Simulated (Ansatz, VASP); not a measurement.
## EuS: VASP beside Ansatz

```
Eu S
1.0
     0.00000    2.97850    2.97850
     2.97850    0.00000    2.97850
     2.97850    2.97850    0.00000
Eu S
1 1
Direct
  0.00000 0.00000 0.00000
  0.50000 0.50000 0.50000
```

Alike in both runs: functional PBEsol-based screened hybrid; k mesh 4 × 4 × 4; occupations fermi-dirac, width 0.05 eV; collinear spin.

|  | VASP | Ansatz |
| --- | --- | --- |
| version | VASP 6.6.1 | Ansatz 0.2.0 |
| potentials or method | VASP PAW PBE potentials, release 64 (Eu, S) | Ansatz PAW |
| plane-wave cutoff (eV) | 520 | 420 |
| valence electrons in the cell | 23 | 23 |
| task | single point | band structure |

```tsv
	VASP	Ansatz	Ansatz less VASP
gap on the k mesh at the Fermi level (eV)	0.39	0.60	+0.207
least direct gap on the mesh (eV)	0.63	0.85	+0.220
pressure (GPa)	-2.0	-1.5	+0.56
net moment per atom (μB)	3.50	3.50	0.000
size of the moment on the site where the two differ most (μB)	6.72	6.89	+0.166
```

VASP's potentials were made for PBE, not for PBEsol-based screened hybrid. Site moments also hang on the region over which each program counts them.

The k mesh is coarse, so the values compare programs but aren't converged. Neither program's run includes spin-orbit coupling. Noted on Ansatz's run: the magnetic or orbital state may not be the lowest.
